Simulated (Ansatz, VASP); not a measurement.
**One calculation of Os, two programs**

```
CELL_PARAMETERS angstrom
4.98502 0.00000 0.00000
0.00000 4.98502 0.00000
0.00000 0.00000 4.98502
ATOMIC_POSITIONS crystal
Os 0.00000 0.00000 0.00000
Os 0.50000 0.50000 0.50000
Os 0.25000 0.00000 0.50000
Os 0.75000 0.00000 0.50000
Os 0.50000 0.25000 0.00000
Os 0.50000 0.75000 0.00000
Os 0.00000 0.50000 0.25000
Os 0.00000 0.50000 0.75000
```

Alike in both runs: functional BLYP; k mesh 5 × 5 × 5; occupations fermi-dirac, width 0.1 eV; no spin polarisation.

Ansatz relaxed the structure, and its values are those at the end. VASP's run is a single point on that final structure, the one shown.

|  | VASP | Ansatz |
| --- | --- | --- |
| version | VASP 6.6.1 | Ansatz 0.2.0 |
| potentials or method | VASP PAW PBE potentials, release 64 (Os_sv_GW), cutoff 560 eV | plane waves (420 eV) with PAW, scalar-relativistic |
| valence electrons in the cell | 128 | 128 |

```tsv
	VASP	Ansatz	Ansatz less VASP
pressure (GPa)	0.0	0.0	-0.01
```

VASP's potentials were made for PBE, not for BLYP.

Spin-orbit coupling is off throughout.
